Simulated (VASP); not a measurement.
# Si2Ni (Fm-3m) in VASP: a series of runs, part 2 of 3

VASP 6.6.1. The steps go on from the part before.

## (4) Single point, PBE (volume scaled by 1.06)

INCAR reads:

```
  ALGO = Normal
  EDIFF = 1E-7
  ENCUT = 520
  GGA = PE
  ISIF = 2
  ISMEAR = 0
  LASPH = True
  LCHARG = True
  LELF = True
  LREAL = False
  LVHAR = True
  LWAVE = False
  NBANDS = 16
  NELM = 80
  PREC = Accurate
  SIGMA = 0.1
```

KPOINTS reads:

```
k-points
0
Gamma
  14 14 14
```

POSCAR reads:

```
Si2Ni
1.0
    0.0000000000      2.7768462509      2.7768462509
    2.7768462509      0.0000000000      2.7768462509
    2.7768462509      2.7768462509      0.0000000000
Si Ni
2 1
Direct
    0.2500000000      0.2500000000      0.2500000000
    0.7500000000      0.7500000000      0.7500000000
    0.0000000000      0.0000000000      0.0000000000
```

Potentials or basis: VASP PAW PBE potentials, release 64 (Si, Ni).

The run is started by

```
$ cat potpaw_PBE.64/Si/POTCAR potpaw_PBE.64/Ni/POTCAR > POTCAR
$ mpirun -np 1 vasp_std > vasp.out
```

OUTCAR:

```text
EDIFF = 1E-7
   ENCUT = 520
   GGA = PE
   ISIF = 2
   ISMEAR = 0
   LASPH = True
   LREAL = False
   NELM = 80
   PREC = Accurate

 ion  position               nearest neighbor table
   1  0.250  0.250  0.250-   3 2.40   3 2.40   3 2.40   3 2.40   2 2.78   2 2.78   2 2.78   2 2.78
                             2 2.78   2 2.78
   2  0.750  0.750  0.750-   3 2.40   3 2.40   3 2.40   3 2.40   1 2.78   1 2.78   1 2.78   1 2.78
                             1 2.78   1 2.78
   3  0.000  0.000  0.000-   2 2.40   2 2.40   2 2.40   1 2.40   1 2.40   1 2.40   2 2.40   1 2.40

  LATTYP: Found a face centered cubic cell.
 ALAT       =     5.5536925018

  Lattice vectors:

 A1 = (   0.0000000000,   2.7768462509,   2.7768462509)
 A2 = (   2.7768462509,   0.0000000000,   2.7768462509)
 A3 = (   2.7768462509,   2.7768462509,   0.0000000000)

Analysis of symmetry for initial positions (statically):
=====================================================================
 Subroutine PRICEL returns:
 Original cell was already a primitive cell.

 Routine SETGRP: Setting up the symmetry group for a
 face centered cubic supercell.

 Subroutine GETGRP returns: Found 48 space group operations
 (whereof 48 operations were pure point group operations)
 out of a pool of 48 trial point group operations.

The static configuration has the point symmetry O_h .

Analysis of symmetry for dynamics (positions and initial velocities):
=====================================================================
 Subroutine PRICEL returns:
 Original cell was already a primitive cell.

 Routine SETGRP: Setting up the symmetry group for a
 face centered cubic supercell.

 Subroutine GETGRP returns: Found 48 space group operations
 (whereof 48 operations were pure point group operations)
 out of a pool of 48 trial point group operations.

The dynamic configuration has the point symmetry O_h .

 Subroutine INISYM returns: Found 48 space group operations
 (whereof 48 operations are pure point group operations),
 and found     1 'primitive' translations

----------------------------------------------------------------------------------------

                                     Primitive cell

  volume of cell :      42.8238

  direct lattice vectors                    reciprocal lattice vectors
     0.000000000  2.776846251  2.776846251    -0.180060383  0.180060383  0.180060383
     2.776846251  0.000000000  2.776846251     0.180060383 -0.180060383  0.180060383
     2.776846251  2.776846251  0.000000000     0.180060383  0.180060383 -0.180060383

  length of vectors
     3.927053629  3.927053629  3.927053629     0.311873732  0.311873732  0.311873732

  position of ions in fractional coordinates (direct lattice)
     0.250000000  0.250000000  0.250000000
     0.750000000  0.750000000  0.750000000
     0.000000000  0.000000000  0.000000000

  ion indices of the primitive-cell ions
   primitive index   ion index
                 1           1
                 2           2
                 3           3

----------------------------------------------------------------------------------------

 KPOINTS: k-points

Automatic generation of k-mesh.
 Grid dimensions read from file:
 generate k-points for:   14   14   14

 Generating k-lattice:

  Cartesian coordinates                     Fractional coordinates (reciprocal lattice)
    -0.012861456  0.012861456  0.012861456     0.071428571  0.000000000  0.000000000
     0.012861456 -0.012861456  0.012861456     0.000000000  0.071428571  0.000000000
     0.012861456  0.012861456 -0.012861456     0.000000000  0.000000000  0.071428571

  Length of vectors
     0.022276695  0.022276695  0.022276695

  Shift w.r.t. Gamma in fractional coordinates (k-lattice)
     0.000000000  0.000000000  0.000000000

 Subroutine IBZKPT returns following result:
 ===========================================

 Found    104 irreducible k-points:

 Following reciprocal coordinates:
            Coordinates               Weight
  0.000000  0.000000  0.000000      1.000000
  0.071429  0.000000  0.000000      8.000000
  0.142857  0.000000  0.000000      8.000000
  0.214286  0.000000  0.000000      8.000000
  0.285714  0.000000  0.000000      8.000000
  0.357143  0.000000  0.000000      8.000000
[... 16 lines left out ...]
  0.214286  0.142857  0.000000     24.000000
  0.285714  0.142857  0.000000     24.000000
 [... further k-points ...]
   k-points           NKPTS =    104   k-points in BZ     NKDIM =    104   number of bands    NBANDS=     16
   number of dos      NEDOS =    301   number of ions     NIONS =      3
   total plane-waves  NPLWV =  27000
   dimension x,y,z NGX =    30 NGY =   30 NGZ =   30
   dimension x,y,z NGXF=    60 NGYF=   60 NGZF=   60
   ions per type =               2   1
   NGX,Y,Z   is equivalent  to a cutoff of  12.70, 12.70, 12.70 a.u.
   NGXF,Y,Z  is equivalent  to a cutoff of  25.40, 25.40, 25.40 a.u.
 SYSTEM =  unknown system
   PREC   = accura    normal or accurate (medium, high low for compatibility)
   ISTART =      0    job   : 0-new  1-cont  2-samecut
   ICHARG =      2    charge: 1-file 2-atom 10-const
   ISPIN  =      1    spin polarized calculation?
   LNONCOLLINEAR =      F non collinear calculations
   LSORBIT =      F    spin-orbit coupling
   LASPH  =      T    aspherical Exc in radial PAW
   ENCUT  =  520.0 eV  38.22 Ry    6.18 a.u.   7.30  7.30  7.30*2*pi/ulx,y,z
   NELM   =     80;   NELMIN=  2; NELMDL= -5     # of ELM steps
   EDIFF  = 0.1E-06   stopping-criterion for ELM
   LREAL  =      F    real-space projection
   EDIFFG = 0.1E-05   stopping-criterion for IOM
   NSW    =      0    number of steps for IOM
   IBRION =     -1    ionic relax: 0-MD 1-quasi-New 2-CG
   NFREE  =      0    steps in history (QN), initial steepest desc. (CG)
   ISIF   =      2    stress and relaxation
   ISYM   =      2    0-nonsym 1-usesym 2-fastsym
   POTIM  = 0.5000    time-step for ionic-motion
   TEBEG  =    0.0;   TEEND  =   0.0 temperature during run
   PSTRESS=    0.0 pullay stress
   NELECT =      18.0000    total number of electrons
   NUPDOWN=      -1.0000    fix difference up-down
   EMIN   =  10.00;   EMAX   =-10.00  energy-range for DOS
   EFERMI =   0.00;   METHOD = LEGACY
   ISMEAR =     0;   SIGMA  =   0.10  broadening in eV -4-tet -1-fermi 0-gaus
   EFERMI_NEDOS =   21; number of points for ismear=-14 and -15
   IALGO  =     38    algorithm
   IMIX   =      4    mixing-type and parameters
     AMIX     =   0.40;   BMIX     =  1.00
     AMIX_MAG =   1.60;   BMIX_MAG =  1.00
  volume/ion in A,a.u.               =      14.27        96.33
  Fermi-wavevector in a.u.,A,eV,Ry     =   1.226320  2.317409 20.461270  1.503861
  Thomas-Fermi vector in A             =   2.361325
   LORBIT       =      0    0 simple, 1 ext, 2 COOP (PROOUT), +10 PAW based schemes
   GGA     = PE    functional components
   LHFCALC =     F    Hartree Fock is set to
   AEXX    =    0.0000 exact exchange contribution
   IVDW    =     0    specifies the selected vdW correction
   LEPSILON=     F    determine dielectric tensor
   LRPA    =     F    only Hartree local field effects (RPA)
 non-spin polarized calculation
 Gauss-broadening in eV      SIGMA  =   0.10
  energy-cutoff  :      520.00
  volume of cell :       42.82
 maximum number of plane-waves:      1185
 NGX is ok and might be reduce to    30
   NGX = 15   NGY = 15   NGZ = 15

 number of electron      18.0000011 magnetization

 Free energy of the ion-electron system (eV)
  ---------------------------------------------------
  ext. energy  EPLUGINS =         0.00000000
  ---------------------------------------------------
  free energy    TOTEN  =       -17.31254108 eV

  energy without entropy =      -17.30848021  energy(sigma->0) =      -17.31051065

 E-fermi :   9.2282     XC(G=0): -11.2192

 val. band max:        9.1450408423   @ k =   0.4286   0.2857   0.0000
 cond. band min:       9.2485580733   @ k =   0.3571   0.2143   0.0000
 fundamental gap:      0.1035172311
 Fermi energy:         9.2281610535

 k-point     1 :       0.0000    0.0000    0.0000
  band No.  band energies     occupation
      1      -3.8055      2.00000
      2       4.6052      2.00000
      3       4.6052      2.00000
      4       4.6052      2.00000
      5       6.2116      2.00000
      6       6.2116      2.00000
[... 433 lines left out ...]
      3       4.7466      2.00000
      4       4.7938      2.00000
      5       5.7148      2.00000
      6       6.3231      2.00000
[... 8 lines left out ...]
     15      16.2435      0.00000
     16      16.3920      0.00000

 [... further k-points ...]

------------------------ aborting loop because EDIFF is reached ----------------------------------------

  FORCE on cell =-STRESS in cart. coord.  units (eV):
  Direction    XX          YY          ZZ          XY          YZ          ZX
  --------------------------------------------------------------------------------------
  -------------------------------------------------------------------------------------
  Total       -1.9951891     -1.9951891     -1.9951891      0.0000000     -0.0000000      0.0000000
  in kB      -74.6464469    -74.6464469    -74.6464469      0.0000000     -0.0000000      0.0000000
  external PRESSURE =     -74.6464469 kB  Pullay stress =       0.0000000 kB

 VOLUME and BASIS-vectors are now :
 -----------------------------------------------------------------------------
  energy-cutoff  :      520.00
  volume of cell :       42.82
      direct lattice vectors                 reciprocal lattice vectors
     0.000000000  2.776846251  2.776846251    -0.180060383  0.180060383  0.180060383
     2.776846251  0.000000000  2.776846251     0.180060383 -0.180060383  0.180060383
     2.776846251  2.776846251  0.000000000     0.180060383  0.180060383 -0.180060383

 POSITION                                       TOTAL-FORCE (eV/Angst)
 -----------------------------------------------------------------------------------
      1.38842      1.38842      1.38842        -0.000000     -0.000000      0.000000
      4.16527      4.16527      4.16527         0.000000      0.000000     -0.000000
      0.00000      0.00000      0.00000         0.000000     -0.000000     -0.000000
 -----------------------------------------------------------------------------------
    total drift:                                0.000000     -0.000000     -0.000000

  FREE ENERGIE OF THE ION-ELECTRON SYSTEM (eV)
  ---------------------------------------------------
  free  energy   TOTEN  =       -17.3125410846 eV

  energy  without entropy=      -17.3084802133  energy(sigma->0) =      -17.31051065
```

OSZICAR:

```text
N       E                     dE             d eps       ncg     rms          rms(c)
DAV:   1     0.624191656344E+02    0.62419E+02   -0.76759E+03  3360   0.112E+03
DAV:   2    -0.159725935855E+02   -0.78392E+02   -0.71599E+02  3648   0.208E+02
DAV:   3    -0.191929445548E+02   -0.32204E+01   -0.31513E+01  4384   0.460E+01
DAV:   4    -0.192439546625E+02   -0.51010E-01   -0.50984E-01  3880   0.549E+00
DAV:   5    -0.192453084053E+02   -0.13537E-02   -0.13537E-02  4488   0.954E-01    0.158E+01
DAV:   6    -0.248579159435E+02   -0.56126E+01   -0.42657E+01  3408   0.150E+02    0.266E+01
DAV:   7    -0.175247272556E+02    0.73332E+01   -0.12775E+01  4136   0.919E+01    0.423E+00
DAV:   8    -0.173415094615E+02    0.18322E+00   -0.18193E+00  4384   0.223E+01    0.239E+00
DAV:   9    -0.173137875297E+02    0.27722E-01   -0.25919E-01  4040   0.763E+00    0.632E-01
DAV:  10    -0.173125414602E+02    0.12461E-02   -0.66499E-03  5080   0.125E+00    0.359E-01
DAV:  11    -0.173125129935E+02    0.28467E-04   -0.10624E-03  3752   0.367E-01    0.401E-02
DAV:  12    -0.173125343075E+02   -0.21314E-04   -0.64942E-05  4832   0.619E-02    0.260E-02
DAV:  13    -0.173125400615E+02   -0.57539E-05   -0.28902E-05  3640   0.764E-02    0.860E-03
DAV:  14    -0.173125407212E+02   -0.65972E-06   -0.14314E-06  4152   0.913E-03    0.503E-03
DAV:  15    -0.173125409976E+02   -0.27641E-06   -0.34904E-07  4144   0.139E-02    0.447E-04
DAV:  16    -0.173125410846E+02   -0.86967E-07   -0.51082E-08  2032   0.200E-03
   1 F= -.17312541E+02 E0= -.17310511E+02  d E =-.406087E-02
```

stdout:

```text
POSCAR found type information on POSCAR SiNi
 POSCAR found :  2 types and       3 ions
 scaLAPACK will be used
 LDA part: xc-table for (Slater+PW92), standard interpolation
 POSCAR, INCAR and KPOINTS ok, starting setup
 FFT: planning ... GRIDC
 FFT: planning ... GRID_SOFT
 FFT: planning ... GRID
 WAVECAR not read
 entering main loop
```

Wall time 46 s (1 thread of AMD EPYC 9R45 (Zen 5), shared host); peak memory 0.18 GiB.

Results:

- Free energy: -17.3125 eV
- Pressure: -7.5 GPa
- Band gap on the k mesh: zero (band 9 reaches 10.89 eV, above the bottom of band 10 at 8.66 eV)

## (5) Single point, PBE (volume scaled by 1.10)

INCAR reads:

```
  PREC = Accurate
  ENCUT = 520
  EDIFF = 1E-6
  ISMEAR = 0
  SIGMA = 0.1
  LREAL = F
  LASPH = T
  NELM = 100
  ALGO = Normal
  ISIF = 2
  LWAVE = F
  LCHARG = F
  GGA = PE
  NBANDS = 16
```

KPOINTS reads:

```
regular mesh
0
Gamma
  14 14 14
```

POSCAR reads:

```
Si2Ni
1.0
    0.0000000000      2.8113447628      2.8113447628
    2.8113447628      0.0000000000      2.8113447628
    2.8113447628      2.8113447628      0.0000000000
Si Ni
2 1
Direct
    0.2500000000      0.2500000000      0.2500000000
    0.7500000000      0.7500000000      0.7500000000
    0.0000000000      0.0000000000      0.0000000000
```

The run is started by

```
$ cat potpaw_PBE.64/Si/POTCAR potpaw_PBE.64/Ni/POTCAR > POTCAR
$ mpirun -np 1 vasp_std > vasp.out
```

Run time: 40 s. Hardware: 1 thread of AMD EPYC 9R45 (Zen 5), shared host; peak memory 0.18 GiB.

Results (log left out):

| Quantity | Value |
| --- | --- |
| Free energy | -17.2180 eV |
| Pressure | -11.2 GPa |
| Band gap on the k mesh | zero (band 9 reaches 10.35 eV, above the bottom of band 10 at 8.07 eV) |

Levels at points of the mesh, in eV from the Fermi level:
```
           k point  band 7  band 8  band 9  band 10  band 11  band 12
(0.00, 0.00, 0.00)   -1.06    1.66    1.66     1.66     2.56     2.56
(0.50, 0.00, 0.00)   -2.66   -1.05   -1.05     1.69     1.86     1.86
(0.50, 0.50, 0.00)   -2.92   -2.76   -2.48    -0.45     1.76     7.51
```

 Spin polarisation is off, so any magnetic state and its effect on volume and gap are missing.

(Part 2 of 3 ends here.)
